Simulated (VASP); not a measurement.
# SnSe2 (P-3m1) in VASP: further runs, part 2 of 2

VASP 6.6.1. The steps go on from the part before.

### Step 4. Relaxation of cell and atoms, PBE+D3(BJ), target pressure 10 GPa, at which the enthalpy is minimised

This run uses another cell than the first one, of 21.62 Å³/atom, 0.843 times its volume.

The input, INCAR:

```
SYSTEM = SnSe2
PREC     = Accurate       ! precision mode
ENCUT    = 600            ! plane-wave cutoff, eV
EDIFF    = 1E-6           ! SCF threshold, eV
ISMEAR   = -1             ! smearing method
SIGMA    = 0.1            ! smearing width, eV
LREAL    = .FALSE.        ! projectors in reciprocal space
LASPH    = .TRUE.         ! aspherical terms in the spheres
NELM     = 100            ! most SCF steps
ALGO     = Normal         ! electronic algorithm
ISIF     = 3              ! what is computed and relaxed
LWAVE    = .FALSE.        ! write WAVECAR
LCHARG   = .FALSE.        ! write CHGCAR
GGA      = PE             ! functional
IVDW     = 12             ! dispersion correction
IBRION   = 2              ! ionic algorithm
NSW      = 80             ! ionic steps
EDIFFG   = -0.002         ! ionic threshold
PSTRESS  = 100.0
```

The input, KPOINTS:

```
regular mesh
0
G
  15 15 8
  0 0 0
```

The input, POSCAR:

```
SnSe2
1.0
    3.7270281933      0.0000000000      0.0000000000
   -1.8635140967      3.2277010960      0.0000000000
    0.0000000000      0.0000000000      5.3905459467
Sn Se
1 2
Direct
    0.0000000000      0.0000000000      0.0000000000
    0.3333333333      0.6666666667      0.2932340944
    0.6666666667      0.3333333333      0.7067659056
```

Launch:

```console
cat potpaw_PBE.64/Sn_d/POTCAR potpaw_PBE.64/Se/POTCAR > POTCAR
mpirun -np 1 vasp_std > vasp.out
```

Run time: 41 min. Hardware: 1 thread of AMD EPYC 7R43 (Zen 3), shared host; peak memory 0.42 GiB.

It converged, with:

* Free energy: -12.6022 eV
* Relaxed volume: 21.49 Å³/atom
* Relaxed cell: a = 3.733 Å, b = 3.733 Å, c = 5.343 Å, α = 90.00°, β = 90.00°, γ = 120.00°
* Space group after relaxing (to 0.05 Å): P-3m1 (No. 164)
* Energy change on relaxing (the enthalpy is what falls): +6.6 meV/atom
* Ionic steps: 24
* Pressure after relaxing: 10.0 GPa
* Band gap on the k mesh: zero (band 13 reaches 7.15 eV, above the bottom of band 14 at 6.36 eV)
* Dispersion energy per atom: -0.437 eV

The path:
| step | energy change (eV) | largest force (eV/Å) | pressure (GPa) | volume (Å³) |
| --- | --- | --- | --- | --- |
| 1 | 0.0000 | 0.1420 | 10.01 | 64.85 |
| 2 | -0.0021 | 0.0709 | 9.76 | 64.86 |
| 3 | -0.0032 | 0.0042 | 9.52 | 64.87 |
| 4 | 0.0156 | 0.0014 | 9.95 | 64.56 |
| 5 | 0.0205 | 0.0004 | 10.10 | 64.48 |
| 6 | 0.0194 | 0.0009 | 10.03 | 64.50 |
| 7 | 0.0199 | 0.0009 | 10.06 | 64.49 |
| 8 | 0.0197 | 0.0034 | 10.05 | 64.49 |
| 9 | 0.0192 | 0.0111 | 10.05 | 64.49 |
| 10 | 0.0193 | 0.0274 | 10.05 | 64.49 |
| 11 | 0.0191 | 0.0176 | 10.03 | 64.49 |
| 12 | 0.0162 | 0.0037 | 9.91 | 64.54 |
| 13 | 0.0170 | 0.0073 | 9.96 | 64.52 |
| 14 | 0.0168 | 0.0067 | 9.96 | 64.53 |
| 15 | 0.0165 | 0.0053 | 9.96 | 64.53 |
| 16 | 0.0187 | 0.0030 | 9.99 | 64.50 |
| 17 | 0.0201 | 0.0017 | 10.02 | 64.47 |
| 18 | 0.0198 | 0.0021 | 10.04 | 64.48 |
| 19 | 0.0192 | 0.0026 | 9.99 | 64.49 |
| 20 | 0.0195 | 0.0025 | 9.97 | 64.48 |
| 21 | 0.0197 | 0.0023 | 9.99 | 64.48 |
| 22 | 0.0203 | 0.0036 | 10.03 | 64.47 |
| 23 | 0.0198 | 0.0024 | 10.00 | 64.48 |
| 24 | 0.0199 | 0.0018 | 10.00 | 64.48 |

Final structure:
```
Sn Se
1.0
     3.73293    0.00000    0.00000
    -1.86647    3.23282    0.00000
     0.00000    0.00000    5.34289
Sn Se
1 2
Direct
  0.00000 0.00000 0.00000
  0.33333 0.66667 0.29766
  0.66667 0.33333 0.70234
```

Levels at points of the mesh, in eV from the Fermi level:
```tsv
k point	band 11	band 12	band 13	band 14	band 15	band 16
(0.00, 0.00, 0.00)	-1.20	-1.20	-0.21	0.59	2.80	4.43
(0.00, 0.00, 0.50)	-1.79	-0.66	-0.66	2.45	2.92	3.39
```

Caveat: the cell is relaxed towards a set pressure, so the enthalpy falls and the energy may rise; spin-orbit coupling is left out, which moves the levels of the heavy elements; pairwise dispersion overbinds metals, which lowers pressure and volume.

### Step 5. Single point, PBE+D3(BJ)

This run uses another cell than the first one, of 22.84 Å³/atom, 0.891 times its volume.

The input, INCAR:

```
PREC = Accurate
ENCUT = 520
EDIFF = 1E-6
ISMEAR = -1
SIGMA = 0.1
LREAL = F
LASPH = T
NELM = 100
ALGO = Normal
ISIF = 2
LWAVE = F
LCHARG = T
GGA = PE
IVDW = 12
LELF = T
LVHAR = T
NBANDS = 20
```

The input, KPOINTS:

```
Automatic mesh
0
Gamma
  12 12 8
```

The input, POSCAR:

```
SnSe2
1.0
    3.7821236543      0.0000000000      0.0000000000
   -1.8910618271      3.2754151648      0.0000000000
    0.0000000000      0.0000000000      5.5322975530
Sn Se
1 2
Direct
    0.0000000000      0.0000000000      0.0000000000
    0.3333333333      0.6666666667      0.2872987695
    0.6666666667      0.3333333333      0.7127012305
```

Launch:

```console
cat potpaw_PBE.64/Sn_d/POTCAR potpaw_PBE.64/Se/POTCAR > POTCAR
mpirun -np 1 vasp_std > vasp.out
```

Wall time 2 min (1 thread of AMD EPYC 7R43 (Zen 3), shared host); peak memory 0.28 GiB.

Results (log left out):

```
Free energy                : -12.7895 eV
Pressure                   : 5.2 GPa
Largest force              : 0.017 eV/Å
Band gap on the k mesh     : zero (band 13 reaches 6.19 eV, above the bottom of band 14 at 5.92 eV)
Dispersion energy per atom : -0.410 eV
```

Forces on the atoms (eV/Å):
```
Sn   0.000  0.000  0.000
Se   0.000  0.000  0.017
Se   0.000  0.000 -0.017
```

Levels at points of the mesh, in eV from the Fermi level:
```tsv
k point	band 10	band 11	band 12	band 13	band 14	band 15	band 16	band 17
(0.00, 0.00, 0.00)	-1.28	-1.14	-1.14	-0.20	0.45	2.68	4.31	4.31
(0.50, 0.00, 0.00)	-4.30	-3.47	-2.82	-0.59	1.20	3.09	4.03	4.13
(0.00, 0.00, 0.50)	-1.55	-1.55	-0.65	-0.65	2.43	2.59	3.51	3.51
(0.50, 0.00, 0.50)	-2.79	-2.35	-1.94	-1.83	0.65	3.39	4.24	5.54
```

Caveat: spin-orbit coupling is left out, which moves the levels of the heavy elements; pairwise dispersion overbinds metals, which lowers pressure and volume.

### Step 6. The runs side by side

```tsv
task	cell	k mesh	cutoff (eV)	smearing	gap on the mesh (eV)	pressure (GPa)
single point	a = 3.839, b = 3.839, c = 6.028 Å, angles 90.0, 90.0, 120.0°, 3 atoms	6 × 6 × 4	520	gaussian 0.1 eV	0.65	0.0
relaxation of cell and atoms	relaxed to 5.1 GPa from a = 3.780, b = 3.780, c = 5.527 Å, angles 90.0, 90.0, 120.0°, 3 atoms	12 × 12 × 8	600	fermi-dirac 0.1 eV	none	5.1
relaxation of cell and atoms	relaxed to 10 GPa from a = 3.727, b = 3.727, c = 5.391 Å, angles 90.0, 90.0, 120.0°, 3 atoms	15 × 15 × 8	600	fermi-dirac 0.1 eV	none	10.0
single point	a = 3.782, b = 3.782, c = 5.532 Å, angles 90.0, 90.0, 120.0°, 3 atoms	12 × 12 × 8	520	fermi-dirac 0.1 eV	none	5.2
```

Alike in all rows: level PBE+D3(BJ); potentials or basis VASP PAW PBE potentials, release 64 (Sn_d, Se); no spin polarisation.

Caveats: spin-orbit coupling is left out, which moves the levels of the heavy elements; pairwise dispersion overbinds metals, which lowers pressure and volume (some runs); the cell is relaxed towards a set pressure, so the enthalpy falls and the energy may rise (some runs).

Total energies depend on the potentials used, so only differences within one code and one set of settings carry meaning.
